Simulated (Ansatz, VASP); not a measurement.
K in VASP and in Ansatz

```
CELL_PARAMETERS angstrom
4.58629 0.00000 0.00000
-2.29315 3.97185 0.00000
0.00000 0.00000 14.96207
ATOMIC_POSITIONS crystal
K 0.00000 0.00000 0.00000
K 0.00000 0.00000 0.50000
K 0.33333 0.66667 0.25000
K 0.66667 0.33333 0.75000
```

Alike in both runs: task single point; functional PBE; k mesh 9 × 9 × 3; occupations fermi-dirac, width 0.1 eV; no spin polarisation.

|  | VASP | Ansatz |
| --- | --- | --- |
| version | VASP 6.6.1 | Ansatz 0.2.0 |
| potentials or method | VASP PAW PBE potentials, release 64 (K_sv), cutoff 520 eV | plane waves (420 eV) with PAW, scalar-relativistic |
| valence electrons in the cell | 36 | 36 |

Ansatz gave:

* pressure (GPa): 0.4

**Question.** Which values does VASP return?

**Answer.** Pressure (GPa): 0.3.
